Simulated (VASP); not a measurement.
# PtSe2 (R-3m) in VASP: notebook

PtSe2 is run at these levels: PBE; tasks: single point.

All numbers are computed with VASP 6.6.1; they aren't measurements. Logs are shortened: lines on timing, memory, paths and dates and some standing lists are left out, and cuts for length are marked.

## (1) The cell of the first run

The structure is trigonal, space group R-3m (No. 166). Conventional cell: a = 3.691 Å, b = 3.691 Å, c = 17.282 Å, α = 90.00°, β = 90.00°, γ = 120.00°. Pt (site symmetry -3m) has 6 Se at 2.51 Å within 3.3 Å. Se (site symmetry 3m) has 3 Pt at 2.51 Å within 3.3 Å.

## (2) Single point, PBE

File INCAR:

```
PREC     = Accurate       # precision mode
ENCUT    = 500            # plane-wave cutoff, eV
EDIFF    = 1E-6           # SCF threshold, eV
ISMEAR   = -1             # smearing method
SIGMA    = 0.5            # smearing width, eV
LREAL    = F              # projectors in reciprocal space
LASPH    = T              # aspherical terms in the spheres
NELM     = 120            # most SCF steps
ALGO     = Normal         # electronic algorithm
ISIF     = 2              # what is computed and relaxed
LWAVE    = F              # write WAVECAR
LCHARG   = F              # write CHGCAR
GGA      = PE             # functional
NBANDS   = 18             # bands
GGA_COMPAT= F
```

File KPOINTS:

```
Automatic mesh
0
Gamma
  6 6 6
```

File POSCAR:

```
PtSe2
1.0
    1.8457016919      1.0656163687      5.7607123393
   -1.8457016919      1.0656163687      5.7607123393
    0.0000000000     -2.1312327373      5.7607123393
Pt Se
1 2
Direct
    0.0000000000      0.0000000000      0.0000000000
    0.2567812155      0.2567812155      0.2567812155
    0.7432187845      0.7432187845      0.7432187845
```

Potentials or basis: VASP PAW PBE potentials, release 64 (Pt, Se).

On the command line:

```sh
> cat potpaw_PBE.64/Pt/POTCAR potpaw_PBE.64/Se/POTCAR > POTCAR
> mpirun -np 1 vasp_std > vasp.out
```

OUTCAR:

```text
PREC = Accurate
   ENCUT = 500
   EDIFF = 1E-6
   ISMEAR = -1
   LREAL = F
   LASPH = T
   NELM = 120
   ISIF = 2
   GGA = PE

 ion  position               nearest neighbor table
   1  0.000  0.000  0.000-   3 2.51   2 2.51   3 2.51   3 2.51   2 2.51   2 2.51
   2  0.257  0.257  0.257-   1 2.51   1 2.51   1 2.51
   3  0.743  0.743  0.743-   1 2.51   1 2.51   1 2.51

  LATTYP: Found a trigonal (rhomboedric) cell.
 ALAT       =     6.1423089825
 COS(alpha) =     0.8194116635

  Lattice vectors:

 A1 = (   1.8457016919,   1.0656163687,   5.7607123393)
 A2 = (  -1.8457016919,   1.0656163687,   5.7607123393)
 A3 = (   0.0000000000,  -2.1312327373,   5.7607123393)

Analysis of symmetry for initial positions (statically):
=====================================================================
 Subroutine PRICEL returns:
 Original cell was already a primitive cell.

 Routine SETGRP: Setting up the symmetry group for a
 trigonal (rhombohedral) supercell.

 Subroutine GETGRP returns: Found 12 space group operations
 (whereof 12 operations were pure point group operations)
 out of a pool of 12 trial point group operations.

The static configuration has the point symmetry D_3d.

Analysis of symmetry for dynamics (positions and initial velocities):
=====================================================================
 Subroutine PRICEL returns:
 Original cell was already a primitive cell.

 Routine SETGRP: Setting up the symmetry group for a
 trigonal (rhombohedral) supercell.

 Subroutine GETGRP returns: Found 12 space group operations
 (whereof 12 operations were pure point group operations)
 out of a pool of 12 trial point group operations.

The dynamic configuration has the point symmetry D_3d.

 Subroutine INISYM returns: Found 12 space group operations
 (whereof 12 operations are pure point group operations),
 and found     1 'primitive' translations

----------------------------------------------------------------------------------------

                                     Primitive cell

  volume of cell :      67.9814

  direct lattice vectors                    reciprocal lattice vectors
     1.845701692  1.065616369  5.760712339     0.270899681  0.156404004  0.057863214
    -1.845701692  1.065616369  5.760712339    -0.270899681  0.156404004  0.057863214
     0.000000000 -2.131232737  5.760712339     0.000000000 -0.312808008  0.057863214

  length of vectors
     6.142308983  6.142308983  6.142308983     0.318114761  0.318114761  0.318114761

  position of ions in fractional coordinates (direct lattice)
     0.000000000  0.000000000  0.000000000
     0.256781215  0.256781215  0.256781215
     0.743218785  0.743218785  0.743218785

  ion indices of the primitive-cell ions
   primitive index   ion index
                 1           1
                 2           2
                 3           3

----------------------------------------------------------------------------------------

 KPOINTS: Automatic mesh

Automatic generation of k-mesh.
 Grid dimensions read from file:
 generate k-points for:    6    6    6

 Generating k-lattice:

  Cartesian coordinates                     Fractional coordinates (reciprocal lattice)
     0.045149947  0.026067334  0.009643869     0.166666667  0.000000000  0.000000000
    -0.045149947  0.026067334  0.009643869     0.000000000  0.166666667  0.000000000
     0.000000000 -0.052134668  0.009643869    -0.000000000 -0.000000000  0.166666667

  Length of vectors
     0.053019127  0.053019127  0.053019127

  Shift w.r.t. Gamma in fractional coordinates (k-lattice)
     0.000000000  0.000000000  0.000000000

 Subroutine IBZKPT returns following result:
 ===========================================

 Found     32 irreducible k-points:

 Following reciprocal coordinates:
            Coordinates               Weight
  0.000000  0.000000  0.000000      1.000000
  0.166667 -0.000000 -0.000000      6.000000
  0.333333 -0.000000 -0.000000      6.000000
  0.500000  0.000000 -0.000000      3.000000
  0.166667  0.166667 -0.000000      6.000000
  0.333333  0.166667 -0.000000     12.000000
[... 16 lines left out ...]
  0.500000  0.500000  0.166667      6.000000
 -0.333333  0.500000  0.166667     12.000000
 [... further k-points ...]
   k-points           NKPTS =     32   k-points in BZ     NKDIM =     32   number of bands    NBANDS=     18
   number of dos      NEDOS =    301   number of ions     NIONS =      3
   total plane-waves  NPLWV = 110592
   dimension x,y,z NGX =    48 NGY =   48 NGZ =   48
   dimension x,y,z NGXF=    96 NGYF=   96 NGZF=   96
   ions per type =               1   2
   NGX,Y,Z   is equivalent  to a cutoff of  12.99, 12.99, 12.99 a.u.
   NGXF,Y,Z  is equivalent  to a cutoff of  25.98, 25.98, 25.98 a.u.
 SYSTEM =  unknown system
   PREC   = accura    normal or accurate (medium, high low for compatibility)
   ISTART =      0    job   : 0-new  1-cont  2-samecut
   ICHARG =      2    charge: 1-file 2-atom 10-const
   ISPIN  =      1    spin polarized calculation?
   LNONCOLLINEAR =      F non collinear calculations
   LSORBIT =      F    spin-orbit coupling
   LASPH  =      T    aspherical Exc in radial PAW
   ENCUT  =  500.0 eV  36.75 Ry    6.06 a.u.  11.20 11.20 11.20*2*pi/ulx,y,z
   NELM   =    120;   NELMIN=  2; NELMDL= -5     # of ELM steps
   EDIFF  = 0.1E-05   stopping-criterion for ELM
   LREAL  =      F    real-space projection
   EDIFFG = 0.1E-04   stopping-criterion for IOM
   NSW    =      0    number of steps for IOM
   IBRION =     -1    ionic relax: 0-MD 1-quasi-New 2-CG
   NFREE  =      0    steps in history (QN), initial steepest desc. (CG)
   ISIF   =      2    stress and relaxation
   ISYM   =      2    0-nonsym 1-usesym 2-fastsym
   POTIM  = 0.5000    time-step for ionic-motion
   TEBEG  =    0.0;   TEEND  =   0.0 temperature during run
   PSTRESS=    0.0 pullay stress
   NELECT =      22.0000    total number of electrons
   NUPDOWN=      -1.0000    fix difference up-down
   EMIN   =  10.00;   EMAX   =-10.00  energy-range for DOS
   EFERMI =   0.00;   METHOD = LEGACY
   ISMEAR =    -1;   SIGMA  =   0.50  broadening in eV -4-tet -1-fermi 0-gaus
   EFERMI_NEDOS =   21; number of points for ismear=-14 and -15
   IALGO  =     38    algorithm
   IMIX   =      4    mixing-type and parameters
     AMIX     =   0.40;   BMIX     =  1.00
     AMIX_MAG =   1.60;   BMIX_MAG =  1.00
  volume/ion in A,a.u.               =      22.66       152.92
  Fermi-wavevector in a.u.,A,eV,Ry     =   1.123964  2.123984 17.188177  1.263295
  Thomas-Fermi vector in A             =   2.260633
   LORBIT       =      0    0 simple, 1 ext, 2 COOP (PROOUT), +10 PAW based schemes
   GGA     = PE    functional components
   LHFCALC =     F    Hartree Fock is set to
   AEXX    =    0.0000 exact exchange contribution
   IVDW    =     0    specifies the selected vdW correction
   LEPSILON=     F    determine dielectric tensor
   LRPA    =     F    only Hartree local field effects (RPA)
 non-spin polarized calculation
  energy-cutoff  :      500.00
  volume of cell :       67.98
 maximum number of plane-waves:      1743
 NGX is ok and might be reduce to    48
   NGX = 23   NGY = 23   NGZ = 23

 number of electron      22.0000000 magnetization

 Free energy of the ion-electron system (eV)
  ---------------------------------------------------
  ext. energy  EPLUGINS =         0.00000000
  ---------------------------------------------------
  free energy    TOTEN  =       -14.62949300 eV

  energy without entropy =      -13.52293873  energy(sigma->0) =      -14.07621587

 E-fermi :   5.0665     XC(G=0):  -9.9570

 val. band max:        4.8474673237   @ k =   0.0000   0.0000   0.0000
 cond. band min:       5.5810296962   @ k =  -0.3333   0.1667  -0.0000
 fundamental gap:      0.7335623724
 Fermi energy:         5.0664901177

 k-point     1 :       0.0000    0.0000    0.0000
  band No.  band energies     occupation
      1      -9.9973      2.00000
      2      -7.9061      2.00000
      3      -1.4799      2.00000
      4      -0.8843      1.99999
      5      -0.8843      1.99999
      6       1.3810      1.99874
[... 10 lines left out ...]
     17      12.4482      0.00000
     18      15.6853      0.00000

 k-point     2 :       0.1667   -0.0000   -0.0000
  band No.  band energies     occupation
      1      -9.6937      2.00000
      2      -7.9589      2.00000
      3      -1.1663      1.99999
      4      -0.7902      1.99998
      5      -0.7199      1.99998
      6       0.8928      1.99953
[... 10 lines left out ...]
     17      13.5358      0.00000
     18      14.3539      0.00000

 k-point     3 :       0.3333   -0.0000   -0.0000
  band No.  band energies     occupation
      1      -8.9591      2.00000
      2      -8.0704      2.00000
      3      -1.1602      1.99999
      4      -0.4936      1.99997
      5      -0.3228      1.99996
      6       0.1147      1.99990
[... 10 lines left out ...]
     17      14.1978      0.00000
     18      14.6772      0.00000

 k-point     4 :       0.5000    0.0000   -0.0000
  band No.  band energies     occupation
      1      -8.4636      2.00000
      2      -8.1571      2.00000
      3      -1.8403      2.00000
      4      -0.4738      1.99997
      5      -0.0713      1.99993
      6       0.5473      1.99976
[... 10 lines left out ...]
     17      14.6367      0.00000
     18      14.9034      0.00000

 k-point     5 :       0.1667    0.1667   -0.0000
  band No.  band energies     occupation
      1      -9.6779      2.00000
      2      -7.9888      2.00000
      3      -1.0842      1.99999
      4      -0.8170      1.99998
      5      -0.7200      1.99998
      6       0.8704      1.99955
[... 10 lines left out ...]
     17      13.6849      0.00000
     18      14.3008      0.00000

 k-point     6 :       0.3333    0.1667   -0.0000
  band No.  band energies     occupation
      1      -9.1388      2.00000
      2      -8.0778      2.00000
      3      -0.8662      1.99999
      4      -0.6838      1.99998
      5      -0.3526      1.99996
      6       0.4073      1.99982
[... 10 lines left out ...]
     17      13.5027      0.00000
     18      14.0176      0.00000

 k-point     7 :       0.5000    0.1667   -0.0000
  band No.  band energies     occupation
      1      -8.4749      2.00000
      2      -8.1525      2.00000
      3      -1.4166      2.00000
      4      -0.7113      1.99998
      5      -0.1295      1.99994
      6       0.5928      1.99974
[... 10 lines left out ...]
     17      13.7751      0.00000
     18      13.8634      0.00000

 k-point     8 :      -0.3333    0.1667   -0.0000
  band No.  band energies     occupation
      1      -8.4976      2.00000
      2      -8.1322      2.00000
      3      -1.3981      2.00000
      4      -0.6427      1.99998
      5       0.0174      1.99992
      6       0.4474      1.99981
[... 10 lines left out ...]
     17      13.7016      0.00000
     18      14.9176      0.00000
[... 229 lines left out ...]
     17      13.8588      0.00000
     18      14.0434      0.00000

 k-point    20 :       0.5000    0.3333    0.1667
  band No.  band energies     occupation
      1      -9.0506      2.00000
      2      -8.1935      2.00000
      3      -1.0075      1.99999
      4      -0.6749      1.99998
      5      -0.2379      1.99995
      6       0.4860      1.99979
[... 10 lines left out ...]
     17      12.9606      0.00000
     18      13.5827      0.00000

 k-point    21 :      -0.3333    0.3333    0.1667
  band No.  band energies     occupation
      1      -8.4220      2.00000
      2      -8.2001      2.00000
      3      -1.5306      2.00000
      4      -0.7191      1.99998
      5      -0.1820      1.99994
      6       0.5989      1.99974
[... 10 lines left out ...]
     17      13.2245      0.00000
     18      14.9723      0.00000

 k-point    22 :      -0.1667    0.3333    0.1667
  band No.  band energies     occupation
      1      -8.4785      2.00000
      2      -8.1486      2.00000
      3      -1.4889      2.00000
      4      -0.5813      1.99998
      5       0.1354      1.99990
      6       0.2925      1.99986
[... 10 lines left out ...]
     17      13.5221      0.00000
     18      14.5876      0.00000

 k-point    23 :       0.5000    0.5000    0.1667
  band No.  band energies     occupation
      1      -8.8174      2.00000
      2      -8.2361      2.00000
      3      -1.3206      1.99999
      4      -0.6263      1.99998
      5      -0.4440      1.99997
      6       0.5477      1.99976
[... 10 lines left out ...]
     17      13.6288      0.00000
     18      14.0648      0.00000

 k-point    24 :      -0.3333    0.5000    0.1667
  band No.  band energies     occupation
      1      -8.3875      2.00000
      2      -8.2320      2.00000
      3      -1.6143      2.00000
      4      -0.6551      1.99998
      5      -0.1618      1.99994
      6       0.5677      1.99975
[... 10 lines left out ...]
     17      12.9874      0.00000
     18      14.7498      0.00000

 [... further k-points ...]
[... 5 lines left out ...]
  --------------------------------------------------------------------------------------
  -------------------------------------------------------------------------------------
  Total        2.5195054      2.5195054      1.6906990      0.0000000      0.0000000      0.0000000
  in kB       59.3794321     59.3794321     39.8462125      0.0000000      0.0000000      0.0000000
  external PRESSURE =      52.8683589 kB  Pullay stress =       0.0000000 kB

 VOLUME and BASIS-vectors are now :
 -----------------------------------------------------------------------------
  energy-cutoff  :      500.00
  volume of cell :       67.98
      direct lattice vectors                 reciprocal lattice vectors
     1.845701692  1.065616369  5.760712339     0.270899681  0.156404004  0.057863214
    -1.845701692  1.065616369  5.760712339    -0.270899681  0.156404004  0.057863214
     0.000000000 -2.131232737  5.760712339     0.000000000 -0.312808008  0.057863214

 POSITION                                       TOTAL-FORCE (eV/Angst)
 -----------------------------------------------------------------------------------
      0.00000      0.00000      0.00000         0.000000      0.000000      0.000000
      0.00000      0.00000      4.43773         0.000000     -0.000000     -0.510731
      0.00000      0.00000     12.84441         0.000000      0.000000      0.510731
 -----------------------------------------------------------------------------------
    total drift:                               -0.000000     -0.000000     -0.000000

  FREE ENERGIE OF THE ION-ELECTRON SYSTEM (eV)
  ---------------------------------------------------
  free  energy   TOTEN  =       -14.6294930031 eV

  energy  without entropy=      -13.5229387346  energy(sigma->0) =      -14.07621587
```

Run time: 2.3 min. Hardware: 1 thread of AMD EPYC 7R13, shared host; peak memory 0.28 GiB.

What came out:

```
Free energy            : -14.6295 eV
Pressure               : 5.3 GPa
Largest force          : 0.511 eV/Å
Band gap on the k mesh : 0.73 eV, indirect (least direct gap 1.03 eV)
```

Forces on the atoms (eV/Å):
```
Pt   0.000  0.000  0.000
Se   0.000  0.000 -0.511
Se   0.000  0.000  0.511
```

Caveat: spin-orbit coupling is left out, which moves the levels of the heavy elements.

## (3) Single point, PBE

File INCAR:

```
SYSTEM = PtSe2
PREC     = Accurate       ! precision mode
ENCUT    = 500            ! plane-wave cutoff, eV
EDIFF    = 1E-6           ! SCF threshold, eV
ISMEAR   = 0              ! smearing method
SIGMA    = 0.2            ! smearing width, eV
LREAL    = .False.        ! projectors in reciprocal space
LASPH    = .True.         ! aspherical terms in the spheres
NELM     = 120            ! most SCF steps
ALGO     = Normal         ! electronic algorithm
ISIF     = 2              ! what is computed and relaxed
LWAVE    = .False.        ! write WAVECAR
LCHARG   = .False.        ! write CHGCAR
GGA      = PE             ! functional
NBANDS   = 18             ! bands
GGA_COMPAT= .False.
```

File KPOINTS:

```
Automatic mesh
0
Gamma
  6 6 6
  0 0 0
```

POSCAR is that of step 2.

Potentials or basis: VASP PAW PBE potentials, release 64 (Pt, Se).

On the command line:

```sh
> cat potpaw_PBE.64/Pt/POTCAR potpaw_PBE.64/Se/POTCAR > POTCAR
> mpirun -np 1 vasp_std > vasp.out
```

It took 2.9 min on 1 thread of AMD EPYC 7R13, shared host; peak memory 0.28 GiB.

The run converged. Its results:

| Item | Value |
| --- | --- |
| Free energy | -14.2423 eV |
| Pressure | 3.6 GPa |
| Largest force | 0.140 eV/Å |
| Band gap on the k mesh | 0.69 eV, indirect (least direct gap 1.01 eV) |

Forces in eV/Å, atoms in the order of the input:
```
Pt   0.000  0.000  0.000
Se   0.000  0.000 -0.140
Se   0.000  0.000  0.140
```

Stress tensor (GPa, compression positive):
```
4.16 0.00 0.00
0.00 4.16 0.00
0.00 0.00 2.61
```

Levels at points of the mesh, in eV from the valence-band top:
| k point | band 9 | band 10 | band 11 | band 12 | band 13 | band 14 |
| --- | --- | --- | --- | --- | --- | --- |
| (0.00, 0.00, 0.00) | -0.53 | -0.53 | 0.00 | 2.27 | 2.27 | 4.30 |
| (0.50, 0.00, 0.00) | -2.56 | -2.46 | -2.32 | 1.35 | 1.82 | 5.02 |
| (0.50, 0.50, 0.00) | -2.62 | -2.56 | -1.77 | 2.37 | 2.39 | 3.33 |
| (0.50, 0.50, 0.50) | -1.63 | -0.72 | -0.72 | 2.46 | 2.46 | 5.10 |

Caveat: spin-orbit coupling is left out, which moves the levels of the heavy elements.
